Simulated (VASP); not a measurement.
The system is CsBr.

```
Cs Br
1.0
     4.31938    0.00000    0.00000
     0.00000    4.31938    0.00000
     0.00000    0.00000    4.31938
Cs Br
1 1
Cartesian
  0.0000 0.0000 0.0000
  2.1597 2.1597 2.1597
```

Base run:

```yaml
Program: VASP 6.6.1
Functional: HSE06
Potentials_or_basis: VASP PAW PBE potentials, release 64 (Cs_sv, Br)
Cutoff: 400 eV
k_mesh: 4 × 4 × 4
Occupations: gaussian, width 0.01 eV
Spin: no spin polarisation
```

Its results: band gap on the k mesh 5.60 eV, indirect (least direct gap 5.60 eV); pressure 0.4 GPa.

Task: The run is repeated on the same cell with these changes: functional from HSE06 to r2SCAN; cutoff from 400 eV to 550 eV. What comes out?

Result: Band gap on the k mesh 5.19 eV, indirect (the least direct gap lies 4.9 meV higher); pressure 0.1 GPa.

HSE06 gives the wider gap, since exact exchange removes part of the self-interaction.

Caveats: the PAW data sets were made with another functional, which shifts forces and pressure a little; spin-orbit coupling is left out, which moves the levels of the heavy elements.

